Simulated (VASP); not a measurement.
# P in VASP: a series of runs, part 2 of 3

VASP 6.6.1. Earlier steps stand in the parts before.

## 3. Single point, PBE (uniaxial strain along c: +3.0 %, then relaxed in part)

Input file INCAR:

```
SYSTEM = P
ALGO = Normal
EDIFF = 1E-7
ENCUT = 520
GGA = PE
ISIF = 2
ISMEAR = 0
LASPH = .True.
LCHARG = .False.
LREAL = .False.
LWAVE = .False.
NBANDS = 18
NELM = 60
PREC = Accurate
SIGMA = 0.02
```

Input file KPOINTS:

```
k-points
0
Gamma
  8 1 6
  0 0 0
```

Input file POSCAR:

```
P
1.0
    3.2878721476      0.0000000000      0.0000000000
    0.0000000000     34.6009118042      0.0000000000
    0.0000000000      0.0000000000      4.7740184885
P
4
Direct
    0.0000000000      0.9698541277      0.5934228171
    0.0000000000      0.0301458723      0.4065771829
    0.5000000000      0.0301458723      0.0934228171
    0.5000000000      0.9698541277      0.9065771829
```

Potentials or basis: VASP PAW PBE potentials, release 64 (P).

Launch:

```bash
> cat potpaw_PBE.64/P/POTCAR > POTCAR
> mpirun -np 1 vasp_std > vasp.out
```

OUTCAR:

```text
SYSTEM = P
   EDIFF = 1E-7
   ENCUT = 520
   GGA = PE
   ISIF = 2
   ISMEAR = 0
   LASPH = .True.
   LREAL = .False.
   NELM = 60
   PREC = Accurate

 ion  position               nearest neighbor table
   1  0.000  0.970  0.593-   4 2.22   4 2.22   2 2.27
   2  0.000  0.030  0.407-   3 2.22   3 2.22   1 2.27
   3  0.500  0.030  0.093-   2 2.22   2 2.22   4 2.27
   4  0.500  0.970  0.907-   1 2.22   1 2.22   3 2.27

  LATTYP: Found a simple orthorhombic cell.
 ALAT       =     3.2878721476
 B/A-ratio  =     1.4520085557
 C/A-ratio  =    10.5238008812

  Lattice vectors:

 A1 = (  -3.2878721476,   0.0000000000,   0.0000000000)
 A2 = (   0.0000000000,   0.0000000000,   4.7740184885)
 A3 = (   0.0000000000,  34.6009118042,   0.0000000000)

Analysis of symmetry for initial positions (statically):
=====================================================================
 Subroutine PRICEL returns:
 Original cell was already a primitive cell.

 Routine SETGRP: Setting up the symmetry group for a
 simple orthorhombic supercell.

 Subroutine GETGRP returns: Found  8 space group operations
 (whereof  4 operations were pure point group operations)
 out of a pool of  8 trial point group operations.

The static configuration has the point symmetry C_2h.
 The point group associated with its full space group is D_2h.

Analysis of symmetry for dynamics (positions and initial velocities):
=====================================================================
 Subroutine PRICEL returns:
 Original cell was already a primitive cell.

 Routine SETGRP: Setting up the symmetry group for a
 simple orthorhombic supercell.

 Subroutine GETGRP returns: Found  8 space group operations
 (whereof  4 operations were pure point group operations)
 out of a pool of  8 trial point group operations.

The dynamic configuration has the point symmetry C_2h.
 The point group associated with its full space group is D_2h.

 Subroutine INISYM returns: Found  8 space group operations
 (whereof  4 operations are pure point group operations),
 and found     1 'primitive' translations

----------------------------------------------------------------------------------------

                                     Primitive cell

  volume of cell :     543.1085

  direct lattice vectors                    reciprocal lattice vectors
     3.287872148  0.000000000  0.000000000     0.304148080  0.000000000  0.000000000
     0.000000000 34.600911804  0.000000000     0.000000000  0.028900972  0.000000000
     0.000000000  0.000000000  4.774018489     0.000000000  0.000000000  0.209467140

  length of vectors
     3.287872148 34.600911804  4.774018489     0.304148080  0.028900972  0.209467140

  position of ions in fractional coordinates (direct lattice)
     0.000000000  0.969854128  0.593422817
     0.000000000  0.030145872  0.406577183
     0.500000000  0.030145872  0.093422817
     0.500000000  0.969854128  0.906577183

  ion indices of the primitive-cell ions
   primitive index   ion index
                 1           1
                 2           2
                 3           3
                 4           4

----------------------------------------------------------------------------------------

 KPOINTS: k-points

Automatic generation of k-mesh.
 Grid dimensions read from file:
 generate k-points for:    8    1    6

 Generating k-lattice:

  Cartesian coordinates                     Fractional coordinates (reciprocal lattice)
     0.038018510  0.000000000  0.000000000     0.125000000  0.000000000  0.000000000
     0.000000000  0.028900972  0.000000000     0.000000000  1.000000000  0.000000000
     0.000000000  0.000000000  0.034911190     0.000000000  0.000000000  0.166666667

  Length of vectors
     0.038018510  0.028900972  0.034911190

  Shift w.r.t. Gamma in fractional coordinates (k-lattice)
     0.000000000  0.000000000  0.000000000

 Subroutine IBZKPT returns following result:
 ===========================================

 Found     20 irreducible k-points:

 Following reciprocal coordinates:
            Coordinates               Weight
  0.000000  0.000000  0.000000      1.000000
  0.125000  0.000000  0.000000      2.000000
  0.250000  0.000000  0.000000      2.000000
  0.375000  0.000000  0.000000      2.000000
  0.500000  0.000000  0.000000      1.000000
  0.000000  0.000000  0.166667      2.000000
[... 12 lines left out ...]
  0.375000  0.000000  0.500000      2.000000
  0.500000  0.000000  0.500000      1.000000
   k-points           NKPTS =     20   k-points in BZ     NKDIM =     20   number of bands    NBANDS=     18
   number of dos      NEDOS =    301   number of ions     NIONS =      4
   total plane-waves  NPLWV = 233280
   dimension x,y,z NGX =    24 NGY =  270 NGZ =   36
   dimension x,y,z NGXF=    48 NGYF=  540 NGZF=   72
   ions per type =               4
   NGX,Y,Z   is equivalent  to a cutoff of  12.14, 12.97, 12.54 a.u.
   NGXF,Y,Z  is equivalent  to a cutoff of  24.27, 25.95, 25.07 a.u.
 SYSTEM =  P
   PREC   = accura    normal or accurate (medium, high low for compatibility)
   ISTART =      0    job   : 0-new  1-cont  2-samecut
   ICHARG =      2    charge: 1-file 2-atom 10-const
   ISPIN  =      1    spin polarized calculation?
   LNONCOLLINEAR =      F non collinear calculations
   LSORBIT =      F    spin-orbit coupling
   LASPH  =      T    aspherical Exc in radial PAW
   ENCUT  =  520.0 eV  38.22 Ry    6.18 a.u.   6.11 64.33  8.88*2*pi/ulx,y,z
   NELM   =     60;   NELMIN=  2; NELMDL= -5     # of ELM steps
   EDIFF  = 0.1E-06   stopping-criterion for ELM
   LREAL  =      F    real-space projection
   EDIFFG = 0.1E-05   stopping-criterion for IOM
   NSW    =      0    number of steps for IOM
   IBRION =     -1    ionic relax: 0-MD 1-quasi-New 2-CG
   NFREE  =      0    steps in history (QN), initial steepest desc. (CG)
   ISIF   =      2    stress and relaxation
   ISYM   =      2    0-nonsym 1-usesym 2-fastsym
   POTIM  = 0.5000    time-step for ionic-motion
   TEBEG  =    0.0;   TEEND  =   0.0 temperature during run
   PSTRESS=    0.0 pullay stress
   NELECT =      20.0000    total number of electrons
   NUPDOWN=      -1.0000    fix difference up-down
   EMIN   =  10.00;   EMAX   =-10.00  energy-range for DOS
   EFERMI =   0.00;   METHOD = LEGACY
   ISMEAR =     0;   SIGMA  =   0.02  broadening in eV -4-tet -1-fermi 0-gaus
   EFERMI_NEDOS =   21; number of points for ismear=-14 and -15
   IALGO  =     38    algorithm
   IMIX   =      4    mixing-type and parameters
     AMIX     =   0.40;   BMIX     =  1.00
     AMIX_MAG =   1.60;   BMIX_MAG =  1.00
  volume/ion in A,a.u.               =     135.78       916.27
  Fermi-wavevector in a.u.,A,eV,Ry     =   0.544656  1.029251  4.036177  0.296651
  Thomas-Fermi vector in A             =   1.573676
   LORBIT       =      0    0 simple, 1 ext, 2 COOP (PROOUT), +10 PAW based schemes
   GGA     = PE    functional components
   LHFCALC =     F    Hartree Fock is set to
   AEXX    =    0.0000 exact exchange contribution
   IVDW    =     0    specifies the selected vdW correction
   LEPSILON=     F    determine dielectric tensor
   LRPA    =     F    only Hartree local field effects (RPA)
 non-spin polarized calculation
 Gauss-broadening in eV      SIGMA  =   0.02
  energy-cutoff  :      520.00
  volume of cell :      543.11
 maximum number of plane-waves:     14708
   NGX = 13   NGY =129   NGZ = 17

 number of electron      20.0000000 magnetization

 Free energy of the ion-electron system (eV)
  ---------------------------------------------------
  ext. energy  EPLUGINS =         0.00000000
  ---------------------------------------------------
  free energy    TOTEN  =       -21.45799134 eV

  energy without entropy =      -21.45799134  energy(sigma->0) =      -21.45799134

 E-fermi :  -3.4526     XC(G=0):  -1.7427

 val. band max:       -3.5615821178   @ k =   0.0000   0.0000   0.0000
 cond. band min:      -2.5393546276   @ k =   0.0000   0.0000   0.0000
 fundamental gap:      1.0222274901
 Fermi energy:        -3.4525575475

 k-point     1 :       0.0000    0.0000    0.0000
  band No.  band energies     occupation
      1     -18.3643      2.00000
      2     -16.0184      2.00000
      3     -12.8252      2.00000
      4      -9.1282      2.00000
      5      -8.3737      2.00000
      6      -7.9240      2.00000
[... 397 lines left out ...]
      5      -8.4211      2.00000
      6      -8.4211      2.00000
[... 10 lines left out ...]
     17       3.0796      0.00000
     18       3.0796      0.00000

------------------------ aborting loop because EDIFF is reached ----------------------------------------

  FORCE on cell =-STRESS in cart. coord.  units (eV):
  Direction    XX          YY          ZZ          XY          YZ          ZX
  --------------------------------------------------------------------------------------
  -------------------------------------------------------------------------------------
  Total       -0.1398262     -0.1537792     -0.8285300      0.0000000     -0.0000000      0.0000000
  in kB       -0.4124891     -0.4536506     -2.4441749      0.0000000     -0.0000000      0.0000000
  external PRESSURE =      -1.1034382 kB  Pullay stress =       0.0000000 kB

 VOLUME and BASIS-vectors are now :
 -----------------------------------------------------------------------------
  energy-cutoff  :      520.00
  volume of cell :      543.11
      direct lattice vectors                 reciprocal lattice vectors
     3.287872148  0.000000000  0.000000000     0.304148080  0.000000000  0.000000000
     0.000000000 34.600911804  0.000000000     0.000000000  0.028900972  0.000000000
     0.000000000  0.000000000  4.774018489     0.000000000  0.000000000  0.209467140

 POSITION                                       TOTAL-FORCE (eV/Angst)
 -----------------------------------------------------------------------------------
      0.00000     33.55784      2.83301         0.000000      0.033466      0.032793
      0.00000      1.04307      1.94101         0.000000     -0.033466     -0.032793
      1.64394      1.04307      0.44600         0.000000     -0.033466      0.032793
      1.64394     33.55784      4.32802        -0.000000      0.033466     -0.032793
 -----------------------------------------------------------------------------------
    total drift:                               -0.000000      0.000000      0.000000

  FREE ENERGIE OF THE ION-ELECTRON SYSTEM (eV)
  ---------------------------------------------------
  free  energy   TOTEN  =       -21.4579913385 eV

  energy  without entropy=      -21.4579913385  energy(sigma->0) =      -21.45799134
```

OSZICAR:

```text
N       E                     dE             d eps       ncg     rms          rms(c)
DAV:   1     0.139199454352E+03    0.13920E+03   -0.53908E+03   720   0.714E+02
DAV:   2    -0.292681113053E+01   -0.14213E+03   -0.13178E+03  1204   0.129E+02
DAV:   3    -0.212452035495E+02   -0.18318E+02   -0.18235E+02   972   0.565E+01
DAV:   4    -0.216404257483E+02   -0.39522E+00   -0.39384E+00  1026   0.108E+01
[... 16 lines left out ...]
DAV:  21    -0.214579899732E+02   -0.71793E-06   -0.83910E-09   788   0.416E-04    0.916E-04
DAV:  22    -0.214579905392E+02   -0.56603E-06   -0.69649E-09   692   0.418E-04    0.261E-04
DAV:  23    -0.214579911499E+02   -0.61066E-06   -0.97098E-09   676   0.281E-04    0.110E-04
DAV:  24    -0.214579912509E+02   -0.10103E-06   -0.45099E-10   704   0.102E-04    0.694E-05
DAV:  25    -0.214579913385E+02   -0.87597E-07   -0.37584E-10   622   0.909E-05
   1 F= -.21457991E+02 E0= -.21457991E+02  d E =-.292258E-16
```

It took 2.5 min on 1 thread of AMD EPYC 9R45 (Zen 5), shared host; peak memory 0.53 GiB.

Results:

| Quantity | Value |
| --- | --- |
| Free energy | -21.4580 eV |
| Largest force | 0.047 eV/Å |
| Band gap on the k mesh | 1.02 eV, direct |

Forces in eV/Å, atoms in the order of the input:
```
P    0.000  0.033  0.033
P    0.000 -0.033 -0.033
P    0.000 -0.033  0.033
P    0.000  0.033 -0.033
```

Caveat: the cell differs from its parent crystal (uniaxial strain along c: +3.0 %, then relaxed in part).

## 4. Single point, PBE (uniaxial strain along c: +4.5 %)

Input file INCAR:

```
PREC = Accurate
ENCUT = 520
EDIFF = 1E-7
ISMEAR = 0
SIGMA = 0.02
LREAL = False
LASPH = True
NELM = 100
ALGO = Normal
ISIF = 2
LWAVE = False
LCHARG = False
GGA = PE
NBANDS = 18
```

Input file KPOINTS:

```
Automatic mesh
0
Gamma
  8 1 6
```

Input file POSCAR:

```
P
1.0
    3.2659594629      0.0000000000      0.0000000000
    0.0000000000     34.4707571209      0.0000000000
    0.0000000000      0.0000000000      4.8435430296
P
4
Direct
    0.0000000000      0.9698541277      0.5934228171
    0.0000000000      0.0301458723      0.4065771829
    0.5000000000      0.0301458723      0.0934228171
    0.5000000000      0.9698541277      0.9065771829
```

Launch:

```bash
> cat potpaw_PBE.64/P/POTCAR > POTCAR
> mpirun -np 1 vasp_std > vasp.out
```

Wall time 2.5 min (1 thread of AMD EPYC 9R45 (Zen 5), shared host); peak memory 0.5 GiB.

It converged, with:

```yaml
Free_energy: -21.4406 eV
Largest_force: 0.228 eV/Å
Band_gap_on_the_k_mesh: 1.11 eV, direct
```

Forces on the atoms (eV/Å):
```
P    0.000  0.009  0.228
P    0.000 -0.009 -0.228
P    0.000 -0.009  0.228
P    0.000  0.009 -0.228
```

Levels at points of the mesh, in eV from the valence-band top:
| k point | band 7 | band 8 | band 9 | band 10 | band 11 | band 12 | band 13 | band 14 |
| --- | --- | --- | --- | --- | --- | --- | --- | --- |
| (0.00, 0.00, 0.00) | -2.88 | -1.47 | -1.39 | 0.00 | 1.11 | 2.03 | 2.95 | 3.30 |
| (0.50, 0.00, 0.00) | -2.63 | -2.63 | -1.78 | -1.78 | 1.19 | 1.19 | 2.36 | 2.36 |
| (0.00, 0.00, 0.50) | -2.17 | -2.17 | -1.49 | -1.49 | 2.39 | 2.39 | 3.71 | 3.71 |
| (0.50, 0.00, 0.50) | -4.27 | -4.27 | -0.88 | -0.88 | 2.41 | 2.41 | 3.41 | 3.41 |

Caveat: the cell differs from its parent crystal (uniaxial strain along c: +4.5 %).

(Continued in part 3 of 3.)
